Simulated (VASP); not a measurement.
# InO in VASP: a series of runs, part 2 of 2

VASP 6.6.1. Earlier steps stand in the parts before.

## (5) Single point, PBE+D3(BJ) (strain -0.050 along x and y, +0.000 along z)

Input file INCAR:

```
SYSTEM = InO
PREC = Accurate ; ENCUT = 520
EDIFF = 1E-6 ; ISMEAR = 0
SIGMA = 0.05 ; LREAL = .FALSE.
LASPH = .TRUE. ; NELM = 80
ALGO = Normal ; ISIF = 2
LWAVE = .FALSE. ; LCHARG = .FALSE.
GGA = PE ; IVDW = 12
NBANDS = 27
```

Input file KPOINTS:

```
Automatic mesh
0
G
  12 12 2
  0 0 0
```

Input file POSCAR:

```
InO
1.0
    3.2582940281      0.0000000000      0.0000000000
   -1.6291470140      2.8217654013      0.0000000000
    0.0000000000      0.0000000000     15.8520222321
In O
2 2
Direct
    0.6666666667      0.3333333333      0.5895266171
    0.6666666667      0.3333333333      0.4104733829
    0.0000000000      0.0000000000      0.6398766429
    0.0000000000      0.0000000000      0.3601233571
```

Potentials or basis: VASP PAW PBE potentials, release 64 (In_d, O).

Started as:

```bash
$ cat potpaw_PBE.64/In_d/POTCAR potpaw_PBE.64/O/POTCAR > POTCAR
$ mpirun -np 1 vasp_std > vasp.out
```

OUTCAR:

```text
SYSTEM = InO
   PREC = Accurate
   ENCUT = 520
   EDIFF = 1E-6
   ISMEAR = 0
   LREAL = .FALSE.
   LASPH = .TRUE.
   NELM = 80
   ISIF = 2
   GGA = PE
   IVDW = 12
 IVDW          = 12

 ion  position               nearest neighbor table
   1  0.667  0.333  0.590-   3 2.04   3 2.04   3 2.04   2 2.84
   2  0.667  0.333  0.410-   4 2.04   4 2.04   4 2.04   1 2.84
   3  0.000  0.000  0.640-   1 2.04   1 2.04   1 2.04
   4  0.000  0.000  0.360-   2 2.04   2 2.04   2 2.04

  LATTYP: Found a hexagonal cell.
 ALAT       =     3.2582940281
 C/A-ratio  =     4.8651294498

  Lattice vectors:

 A1 = (   3.2582940281,   0.0000000000,   0.0000000000)
 A2 = (  -1.6291470140,   2.8217654013,   0.0000000000)
 A3 = (   0.0000000000,   0.0000000000,  15.8520222321)

Analysis of symmetry for initial positions (statically):
=====================================================================
 Subroutine PRICEL returns:
 Original cell was already a primitive cell.

 Routine SETGRP: Setting up the symmetry group for a
 hexagonal supercell.

 Subroutine GETGRP returns: Found 12 space group operations
 (whereof 12 operations were pure point group operations)
 out of a pool of 24 trial point group operations.

The static configuration has the point symmetry D_3h.

Analysis of symmetry for dynamics (positions and initial velocities):
=====================================================================
 Subroutine PRICEL returns:
 Original cell was already a primitive cell.

 Routine SETGRP: Setting up the symmetry group for a
 hexagonal supercell.

 Subroutine GETGRP returns: Found 12 space group operations
 (whereof 12 operations were pure point group operations)
 out of a pool of 24 trial point group operations.

The dynamic configuration has the point symmetry D_3h.

 Subroutine INISYM returns: Found 12 space group operations
 (whereof 12 operations are pure point group operations),
 and found     1 'primitive' translations

[... 120 lines left out ...]
  Fermi-wavevector in a.u.,A,eV,Ry     =   1.045853  1.976376 14.882175  1.093809
  Thomas-Fermi vector in A             =   2.180667
   LORBIT       =      0    0 simple, 1 ext, 2 COOP (PROOUT), +10 PAW based schemes
   GGA     = PE    functional components
   LHFCALC =     F    Hartree Fock is set to
   AEXX    =    0.0000 exact exchange contribution
   IVDW    =    12    specifies the selected vdW correction
   LEPSILON=     F    determine dielectric tensor
   LRPA    =     F    only Hartree local field effects (RPA)
 non-spin polarized calculation
 Gauss-broadening in eV      SIGMA  =   0.05
  energy-cutoff  :      520.00
  volume of cell :      145.75
 maximum number of plane-waves:      3966
   NGX = 13   NGY = 13   NGZ = 59

 number of electron      38.0000019 magnetization

 Free energy of the ion-electron system (eV)
  ---------------------------------------------------
  ext. energy  EPLUGINS =         0.00000000
  ---------------------------------------------------
  free energy    TOTEN  =       -18.93993393 eV

  energy without entropy =      -18.93993393  energy(sigma->0) =      -18.93993393

 E-fermi :  -0.6111     XC(G=0):  -5.1446

 val. band max:       -0.7891348750   @ k =   0.3333   0.3333   0.0000
 cond. band min:      -0.4378386302   @ k =   0.0000   0.0000   0.5000
 fundamental gap:      0.3512962448
 Fermi energy:        -0.6110734418

 k-point     1 :       0.0000    0.0000    0.0000
  band No.  band energies     occupation
      1     -19.6017      2.00000
      2     -19.5783      2.00000
      3     -14.7567      2.00000
      4     -14.7567      2.00000
      5     -14.7135      2.00000
      6     -14.7135      2.00000
[... 709 lines left out ...]
     26       8.2218      0.00000
     27       8.4418      0.00000

 [... further k-points ...]

------------------------ aborting loop because EDIFF is reached ----------------------------------------

 Edisp (eV)   -0.64093

 E8    (eV) :    -0.2993

  FORCE on cell =-STRESS in cart. coord.  units (eV):
  Direction    XX          YY          ZZ          XY          YZ          ZX
  --------------------------------------------------------------------------------------
  -------------------------------------------------------------------------------------
  Total       8.23286     8.23286     1.87380     0.00000     0.00000    -0.00000
  in kB      90.50349    90.50349    20.59862     0.00000     0.00000    -0.00000
  external pressure =       67.20 kB  Pullay stress =        0.00 kB

 VOLUME and BASIS-vectors are now :
 -----------------------------------------------------------------------------
  energy-cutoff  :      520.00
  volume of cell :      145.75
      direct lattice vectors                 reciprocal lattice vectors
     3.258294028  0.000000000  0.000000000     0.306909073  0.177194036  0.000000000
    -1.629147014  2.821765401  0.000000000     0.000000000  0.354388072  0.000000000
     0.000000000  0.000000000 15.852022232     0.000000000  0.000000000  0.063083434

 POSITION                                       TOTAL-FORCE (eV/Angst)
 -----------------------------------------------------------------------------------
      1.62915      0.94059      9.34519        -0.000000      0.000000     -1.273290
      1.62915      0.94059      6.50683        -0.000000     -0.000000      1.273290
      0.00000      0.00000     10.14334         0.000000      0.000000      1.256036
      0.00000      0.00000      5.70868        -0.000000     -0.000000     -1.256036
 -----------------------------------------------------------------------------------
    total drift:                               -0.000001      0.000000      0.000000

  FREE ENERGIE OF THE ION-ELECTRON SYSTEM (eV)
  ---------------------------------------------------
  free  energy   TOTEN  =       -19.5808678356 eV

  energy  without entropy=      -19.5808678332  energy(sigma->0) =      -19.58086783
```

OSZICAR:

```text
N       E                     dE             d eps       ncg     rms          rms(c)
DAV:   1     0.415750348189E+03    0.41575E+03   -0.18175E+04  2060   0.149E+03
DAV:   2     0.429806584942E+02   -0.37277E+03   -0.35746E+03  2308   0.398E+02
DAV:   3    -0.200306537978E+02   -0.63011E+02   -0.62036E+02  2527   0.180E+02
[... 13 lines left out ...]
DAV:  17    -0.189398781100E+02   -0.42320E-04   -0.63109E-06  2299   0.237E-02    0.833E-03
DAV:  18    -0.189399263329E+02   -0.48223E-04   -0.33655E-06  2120   0.884E-03    0.164E-03
DAV:  19    -0.189399315897E+02   -0.52568E-05   -0.21407E-07  1788   0.324E-03    0.774E-04
DAV:  20    -0.189399336510E+02   -0.20613E-05   -0.64530E-08  1600   0.197E-03    0.518E-04
DAV:  21    -0.189399339293E+02   -0.27828E-06   -0.30394E-08  1795   0.120E-03
   1 F= -.19580868E+02 E0= -.19580868E+02  d E =-.241142E-08
```

stdout:

```text
POSCAR found type information on POSCAR InO
 POSCAR found :  2 types and       4 ions
 scaLAPACK will be used
 LDA part: xc-table for (Slater+PW92), standard interpolation
 POSCAR, INCAR and KPOINTS ok, starting setup
 FFT: planning ... GRIDC
 FFT: planning ... GRID_SOFT
 FFT: planning ... GRID
 WAVECAR not read
 entering main loop
```

It took 3.4 min on 1 thread of Intel Xeon 6975P-C, shared host; peak memory 0.32 GiB.

What came out:

```
Free energy                : -19.5809 eV
Largest force              : 1.273 eV/Å
Band gap on the k mesh     : 0.35 eV, indirect (least direct gap 1.58 eV)
Dispersion energy per atom : -0.160 eV
```

Forces on the atoms (eV/Å):
```
In   0.000  0.000 -1.273
In   0.000  0.000  1.273
O    0.000  0.000  1.256
O    0.000  0.000 -1.256
```

Levels at points of the mesh, in eV from the valence-band top:
| k point | band 16 | band 17 | band 18 | band 19 | band 20 | band 21 | band 22 | band 23 |
| --- | --- | --- | --- | --- | --- | --- | --- | --- |
| (0.00, 0.00, 0.00) | -2.05 | -2.02 | -2.02 | -1.23 | 0.35 | 3.42 | 5.84 | 5.92 |
| (0.50, 0.00, 0.00) | -3.14 | -3.03 | -2.68 | -0.46 | 2.14 | 4.76 | 5.27 | 7.58 |
| (0.00, 0.00, 0.50) | -2.05 | -2.02 | -2.02 | -1.23 | 0.35 | 3.42 | 5.63 | 6.31 |
| (0.50, 0.00, 0.50) | -3.14 | -3.03 | -2.68 | -0.46 | 2.14 | 4.76 | 5.27 | 7.58 |

Caveat: the cell differs from its parent crystal (strain -0.050 along x and y, +0.000 along z); spin-orbit coupling is left out, which moves the levels of the heavy elements.

## (6) The runs side by side

| cell | gap on the mesh (eV) | largest force (eV/Å) |
| --- | --- | --- |
| a = 3.601, b = 3.601, c = 15.456 Å, angles 90.0, 90.0, 120.0°, 4 atoms | 0.38 | 0.93 |
| a = 3.258, b = 3.258, c = 15.059 Å, angles 90.0, 90.0, 120.0°, 4 atoms | 0.61 | 1.71 |
| a = 3.258, b = 3.258, c = 15.456 Å, angles 90.0, 90.0, 120.0°, 4 atoms | 0.48 | 1.48 |
| a = 3.258, b = 3.258, c = 15.852 Å, angles 90.0, 90.0, 120.0°, 4 atoms | 0.35 | 1.27 |

Alike in all rows: task single point; level PBE+D3(BJ); potentials or basis VASP PAW PBE potentials, release 64 (In_d, O); no spin polarisation; k mesh 12 × 12 × 2; cutoff (eV) 520; smearing gaussian 0.05 eV.

Caveats: spin-orbit coupling is left out, which moves the levels of the heavy elements.

Total energies depend on the potentials used, so only differences within one code and one set of settings carry meaning.
